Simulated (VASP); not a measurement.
Wanted: the native input for a VASP 6.6.1 run.

| Quantity | Value |
| --- | --- |
| Task | single point |
| Functional | PBE |
| Potentials or basis | VASP PAW PBE potentials, release 64 (Sn_d, Te) |
| Cutoff | 520 eV |
| k mesh | 5 × 5 × 5 |
| Occupations | gaussian, width 0.01 eV |
| Spin | no spin polarisation |
| Dipole correction | no |
| Further INCAR settings | ALGO = Normal; EDIFF = 1e-07; NBANDS = 17 |

The structure of SnTe lies in POSCAR:

```
SnTe
1.0
    0.0000000000      3.1508500000      3.1508500000
    3.1508500000      0.0000000000      3.1508500000
    3.1508500000      3.1508500000      0.0000000000
Sn Te
1 1
Direct
    0.0000000000      0.0000000000      0.0000000000
    0.5000000000      0.5000000000      0.5000000000
```

One way to write it, as run:

INCAR

```
SYSTEM = SnTe
ALGO = Normal ; EDIFF = 1E-7
ENCUT = 520 ; GGA = PE
ISIF = 2 ; ISMEAR = 0
LASPH = .True. ; LCHARG = .False.
LREAL = .False. ; LWAVE = .False.
NBANDS = 17 ; NELM = 100
PREC = Accurate ; SIGMA = 0.01
```

KPOINTS

```
k-points
0
Gamma
  5 5 5
  0 0 0
```

Potentials or basis: VASP PAW PBE potentials, release 64 (Sn_d, Te).

Run with:

```console
$ cat potpaw_PBE.64/Sn_d/POTCAR potpaw_PBE.64/Te/POTCAR > POTCAR
$ mpirun -np 1 vasp_std > vasp.out
```

Results of the run:

```
Pressure : 2.2 GPa
```

Run time: 13 s on 1 thread of AMD EPYC 9R45 96-Core Processor (Zen 5), with other jobs on the host, peak memory 0.17 GiB.
